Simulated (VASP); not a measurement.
Input of a VASP 6.6.1 run:

Contents of INCAR:

```
SYSTEM = CaAlO4
PREC     = Accurate       ! precision mode
ENCUT    = 520            ! plane-wave cutoff, eV
EDIFF    = 1E-7           ! SCF threshold, eV
ISMEAR   = 0              ! smearing method
SIGMA    = 0.1            ! smearing width, eV
LREAL    = .FALSE.        ! projectors in reciprocal space
LASPH    = .TRUE.         ! aspherical terms in the spheres
NELM     = 150            ! most SCF steps
ALGO     = Fast           ! electronic algorithm
ISIF     = 2              ! what is computed and relaxed
LWAVE    = .FALSE.        ! write WAVECAR
LCHARG   = .FALSE.        ! write CHGCAR
ISPIN    = 2              ! spin polarisation
MAGMOM   = 0 0 1 1 1 1    ! initial moments
LORBIT   = 11             ! projections on sites
GGA      = PE             ! functional
NBANDS   = 32             ! bands
```

The input KPOINTS:

```
regular mesh
0
G
  4 4 4
  0 0 0
```

POSCAR

```
CaAlO4
1.0
    4.6197440527      0.0000000000      0.0000000000
    0.0000000000      4.6197440527      0.0000000000
    0.0000000000      0.0000000000      4.6197440527
Ca Al O
1 1 4
Direct
    0.0000000000      0.0000000000      0.0000000000
    0.5000000000      0.5000000000      0.5000000000
    0.7193353182      0.7193353182      0.7193353182
    0.2806646818      0.2806646818      0.7193353182
    0.2806646818      0.7193353182      0.2806646818
    0.7193353182      0.2806646818      0.2806646818
```

Potentials or basis: VASP PAW PBE potentials, release 64 (Ca_sv, Al, O).

Command:

```sh
$ cat potpaw_PBE.64/Ca_sv/POTCAR potpaw_PBE.64/Al/POTCAR potpaw_PBE.64/O/POTCAR > POTCAR
$ mpirun -np 1 vasp_std > vasp.out
```

**Question.** Predict the net moment.

**Answer.** 3.00 μB per cell.

**Question.** Estimate the largest force.

**Answer.** 0.023 eV/Å.

**Question.** Predict the band gap on the k mesh.

**Answer.** Zero (filled and empty bands overlap).

**Question.** Estimate the site moments.

**Answer.** Ca -0.01; Al -0.03; O +0.62 μB.

Forces in eV/Å, atoms in the order of the input:
```
Ca   0.000  0.000  0.000
Al   0.000  0.000  0.000
O   -0.014 -0.014 -0.014
O    0.014  0.014 -0.014
O    0.014 -0.014  0.014
O   -0.014  0.014  0.014
```
